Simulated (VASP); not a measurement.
Cd3Sn2Pb11: single point with PBE

The system is Cd3Sn2Pb11.

```
CELL_PARAMETERS angstrom
8.81129 0.01072 -0.01399
0.01072 7.40144 0.09931
-0.01399 0.09931 7.41435
ATOMIC_POSITIONS crystal
Cd 0.99573 0.98369 0.51684
Cd 0.75338 0.78114 0.24497
Cd 0.75292 0.25552 0.71891
Sn 0.49279 0.98754 0.51313
Sn 0.75987 0.20638 0.29361
Pb 0.98895 0.01816 0.97248
Pb 0.51357 0.02802 0.97697
Pb 0.97738 0.48054 0.02014
Pb 0.23774 0.22442 0.27614
Pb 0.51506 0.47675 0.02386
Pb 0.98908 0.52779 0.48260
Pb 0.25376 0.77145 0.23647
Pb 0.25402 0.26331 0.72890
Pb 0.51334 0.52324 0.47145
Pb 0.25168 0.73017 0.77006
Pb 0.74656 0.74367 0.75665
```

| Property | Result |
| --- | --- |
| Program | VASP 6.6.1 |
| Task | single point |
| Functional | PBE |
| Potentials or basis | VASP PAW PBE potentials, release 64 (Cd, Sn_d, Pb_d) |
| Cutoff | 520 eV |
| k mesh | 2 × 2 × 2, shifted |
| Occupations | gaussian, width 0.1 eV |
| Spin | no spin polarisation |

```json
{
 "Pressure": "0.0 GPa",
 "Largest force": "0.039 eV/Å",
 "Band gap on the k mesh": "zero (bands 109 and 110 overlap by 0.04 eV)"
}
```

Forces in eV/Å, atoms in the order of the input:
```
Cd  -0.005 -0.012  0.014
Cd   0.001 -0.035 -0.013
Cd   0.004  0.015  0.036
Sn   0.001  0.004 -0.010
Sn  -0.011  0.026 -0.019
Pb   0.023  0.010  0.023
Pb   0.005 -0.006  0.028
Pb  -0.019 -0.009  0.003
Pb   0.006  0.022 -0.026
Pb   0.028  0.017 -0.015
Pb   0.021 -0.024 -0.017
Pb  -0.010 -0.002 -0.011
Pb  -0.011  0.013  0.003
Pb   0.005 -0.025  0.014
Pb  -0.010  0.018 -0.015
Pb  -0.028 -0.012  0.005
```

Stress tensor (GPa, compression positive):
```
 0.06  0.03 -0.03
 0.03  0.00  0.06
-0.03  0.06  0.00
```

Levels at points of the mesh, in eV from the Fermi level:
```tsv
k point	band 107	band 108	band 109	band 110	band 111	band 112
(0.25, 0.25, 0.25)	-0.82	-0.53	-0.32	0.36	0.52	0.64
```

It took 7.5 min on 1 thread of Intel(R) Xeon(R) Platinum 8488C (Sapphire Rapids), with other jobs on the host, peak memory 0.56 GiB.

Caveat: the k points lie up to 0.42 Å⁻¹ apart; spin-orbit coupling is left out, which moves the levels of the heavy elements.
